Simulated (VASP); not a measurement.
Here is a VASP 6.6.1 calculation.

INCAR

```
PREC = Accurate
ENCUT = 520
EDIFF = 1E-6
ISMEAR = 0
SIGMA = 0.15
LREAL = F
LASPH = T
NELM = 60
ALGO = Fast
ISIF = 2
LWAVE = F
LCHARG = F
GGA = PS
NBANDS = 21
```

File KPOINTS:

```
regular mesh
0
Gamma
  18 18 10
```

POSCAR

```
Ru
1.0
    2.7650000000      0.0000000000      0.0000000000
   -1.3825000000      2.3945602415      0.0000000000
    0.0000000000      0.0000000000      4.5586000000
Ru
2
Direct
    0.3333333333      0.6666666667      0.2500000000
    0.6666666667      0.3333333333      0.7500000000
```

Potentials or basis: VASP PAW PBE potentials, release 64 (Ru_pv).

Launch:

```bash
$ cat potpaw_PBE.64/Ru_pv/POTCAR > POTCAR
$ mpirun -np 1 vasp_std > vasp.out
```

(1) Predict the band gap on the k mesh.

(2) Estimate the pressure.

Answers

(1) zero (band 14 reaches 12.27 eV, above the bottom of band 15 at 9.68 eV).

(2) -32.0 GPa.

Caveat: the PAW data sets were made with another functional, which shifts forces and pressure a little.
